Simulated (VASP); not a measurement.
# InSb: single point with PBE+D3(BJ)

The system is InSb.

```
In Sb
1.0
     5.35248    0.00000    0.00000
     0.00000    5.36029    0.00000
     0.00000    0.00000    3.26673
In Sb
2 2
Direct
  0.00000 0.00000 0.00158
  0.50000 0.50000 0.99842
  0.50000 0.00000 0.63090
  0.00000 0.50000 0.36910
```

| Property | Result |
| --- | --- |
| Program | VASP 6.6.1 |
| Task | single point |
| Functional | PBE |
| Dispersion | D3(BJ) |
| Potentials or basis | VASP PAW PBE potentials, release 64 (In_d, Sb) |
| Cutoff | 520 eV |
| k mesh | 4 × 4 × 8 |
| Occupations | gaussian, width 0.05 eV |
| Spin | no spin polarisation |

```
Pressure                   : 8.9 GPa
Largest force              : 0.010 eV/Å
Band gap on the k mesh     : zero (band 18 reaches 11.97 eV, above the bottom of band 19 at 7.83 eV)
Dispersion energy per atom : -0.485 eV
```

Forces on the atoms (eV/Å):
```
In   0.000  0.000  0.000
In   0.000  0.000  0.000
Sb   0.000  0.000 -0.010
Sb   0.000  0.000  0.010
```

Levels at points of the mesh, in eV from the Fermi level:
| k point | band 16 | band 17 | band 18 | band 19 | band 20 | band 21 |
| --- | --- | --- | --- | --- | --- | --- |
| (0.00, 0.00, 0.00) | -2.01 | -2.00 | -1.99 | 2.13 | 2.78 | 3.26 |
| (0.50, 0.00, 0.00) | -4.26 | 0.84 | 0.84 | 2.65 | 2.65 | 5.04 |
| (0.00, 0.50, 0.00) | -4.25 | 0.81 | 0.81 | 2.63 | 2.63 | 5.03 |
| (0.50, 0.50, 0.00) | 0.14 | 2.29 | 2.29 | 2.61 | 2.61 | 3.11 |
| (0.00, 0.00, 0.50) | -1.92 | -1.90 | -1.86 | -1.85 | -1.23 | 1.76 |
| (0.50, 0.00, 0.50) | -2.31 | -1.58 | -1.58 | -1.45 | -1.45 | 1.22 |
| (0.00, 0.50, 0.50) | -2.30 | -1.56 | -1.56 | -1.42 | -1.42 | 1.20 |
| (0.50, 0.50, 0.50) | -4.66 | -4.63 | -4.63 | 2.55 | 2.55 | 4.78 |

Wall time 47 s on 1 thread of Intel(R) Xeon(R) 6975P-C (Granite Rapids), with other jobs on the host, peak memory 0.25 GiB.

Caveat: spin-orbit coupling is left out, which moves the levels of the heavy elements; pairwise dispersion overbinds metals, which lowers pressure and volume.
